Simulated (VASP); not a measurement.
Wanted: the native input for a VASP 6.6.1 run.

| Quantity | Value |
| --- | --- |
| Task | single point |
| Functional | PBE |
| Potentials or basis | VASP PAW PBE potentials, release 64 (C) |
| Cutoff | 520 eV |
| k mesh | 12 × 12 × 12 |
| Occupations | gaussian, width 0.05 eV |
| Spin | no spin polarisation |
| Dipole correction | no |
| Further INCAR settings | ALGO = Normal; EDIFF = 1e-06; NBANDS = 11 |

The structure of C lies in POSCAR:

```
C
1.0
    0.0000000000      1.7834000000      1.9260720000
    1.7834000000      0.0000000000      1.9260720000
    1.7834000000      1.7834000000      0.0000000000
C
2
Direct
    0.5000000000      0.5000000000      0.5000000000
    0.7500000000      0.7500000000      0.7500000000
```

This cell differs from its parent crystal: strain +0.000 along x and y, +0.080 along z.

These files were run (other wordings do the same):

INCAR

```
SYSTEM = C
PREC = Accurate
ENCUT = 520
EDIFF = 1E-6
ISMEAR = 0
SIGMA = 0.05
LREAL = .False.
LASPH = .True.
NELM = 60
ALGO = Normal
ISIF = 2
LWAVE = .False.
LCHARG = .True.
GGA = PE
LELF = .True.
LVHAR = .True.
NBANDS = 11
```

KPOINTS

```
regular mesh
0
Gamma
  12 12 12
  0 0 0
```

Potentials or basis: VASP PAW PBE potentials, release 64 (C).

Launch:

```console
$ cat potpaw_PBE.64/C/POTCAR > POTCAR
$ mpirun -np 1 vasp_std > vasp.out
```

Results of the run:

```
Pressure               : -26.9 GPa
Band gap on the k mesh : 3.06 eV, indirect (least direct gap 4.73 eV)
```

Caveat: the cell differs from its parent crystal (strain +0.000 along x and y, +0.080 along z).

It took 18 s on 1 thread of Intel(R) Xeon(R) Platinum 8259CL CPU @ 2.50GHz (Skylake/Cascade Lake), on a shared host, peak memory 0.13 GiB.
